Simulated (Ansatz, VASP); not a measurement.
**Al: VASP beside Ansatz**

```
CELL_PARAMETERS angstrom
-1.58318 1.58318 1.58318
1.58318 -1.58318 1.58318
1.58318 1.58318 -1.58318
ATOMIC_POSITIONS crystal
Al 0.00000 0.00000 0.00000
```

Alike in both runs: functional PBEsol; dispersion D3(BJ); k mesh 13 × 13 × 13; occupations fermi-dirac, width 0.15 eV; no spin polarisation.

Ansatz relaxed the structure, and its values are those at the end. VASP's run is a single point on that final structure, the one shown.

|  | VASP | Ansatz |
| --- | --- | --- |
| version | VASP 6.6.1 | Ansatz 0.2.0 |
| potentials or method | VASP PAW PBE potentials, release 64 (Al), cutoff 520 eV | plane waves, PAW |
| valence electrons in the cell | 3 | 3 |

Ansatz gave:

```
pressure (GPa) : 0.0
```

Task: What did VASP give for the same quantities?

Result: Pressure (GPa): 0.1.

VASP's potentials were made for PBE, not for PBEsol.
